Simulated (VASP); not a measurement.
PtSe2:

```
CELL_PARAMETERS angstrom
3.77170 0.00000 0.00000
-1.88585 3.26639 0.00000
0.00000 0.00000 4.82183
ATOMIC_POSITIONS crystal
Pt 0.00000 0.00000 0.00000
Se 0.33333 0.66667 0.26554
Se 0.66667 0.33333 0.73446
```

| Quantity | Value |
| --- | --- |
| Program | VASP 6.6.1 |
| Task | relaxation of cell and atoms |
| Functional | LDA |
| Potentials or basis | VASP PAW LDA potentials, release 64 (Pt, Se) |
| Cutoff | 600 eV |
| k mesh | 12 × 12 × 10 |
| Occupations | gaussian, width 0.1 eV |
| Spin | no spin polarisation |

At the start: pressure -3.5 GPa; volume 19.80 Å³/atom.

Problem. Where does the relaxation end?

Solution. Over 11 steps the energy falls by 5.9 meV/atom and the volume is 19.26 Å³/atom (-2.7 %); space group P-3m1 (No. 164, to 0.1 Å) before and after.

Step by step:
| step | energy change (eV) | largest force (eV/Å) | pressure (GPa) | volume (Å³) |
| --- | --- | --- | --- | --- |
| 1 | 0.0000 | 0.3023 | -3.49 | 59.40 |
| 2 | 0.0353 | 0.5981 | 6.90 | 55.77 |
| 3 | -0.0173 | 0.0001 | -0.07 | 58.04 |
| 4 | -0.0173 | 0.0063 | 0.01 | 58.01 |
| 5 | -0.0174 | 0.0116 | 0.01 | 57.98 |
| 6 | -0.0176 | 0.0241 | 0.00 | 57.92 |
| 7 | -0.0176 | 0.0078 | -0.08 | 57.91 |
| 8 | -0.0176 | 0.0006 | -0.15 | 57.90 |
| 9 | -0.0177 | 0.0010 | -0.08 | 57.87 |
| 10 | -0.0177 | 0.0013 | -0.04 | 57.84 |
| 11 | -0.0177 | 0.0021 | 0.03 | 57.79 |

Final structure:
```cif
data_structure
_symmetry_space_group_name_H-M 'P 1'
_symmetry_Int_Tables_number 1
_cell_length_a 3.7448
_cell_length_b 3.7448
_cell_length_c 4.7586
_cell_angle_alpha 90.000
_cell_angle_beta 90.000
_cell_angle_gamma 120.000
_cell_volume 57.79
loop_
_atom_site_label
_atom_site_type_symbol
_atom_site_fract_x
_atom_site_fract_y
_atom_site_fract_z
_atom_site_occupancy
Pt1 Pt 0.00000 0.00000 0.00000 1
Se1 Se 0.33333 0.66667 0.26539 1
Se2 Se 0.66667 0.33333 0.73461 1
```
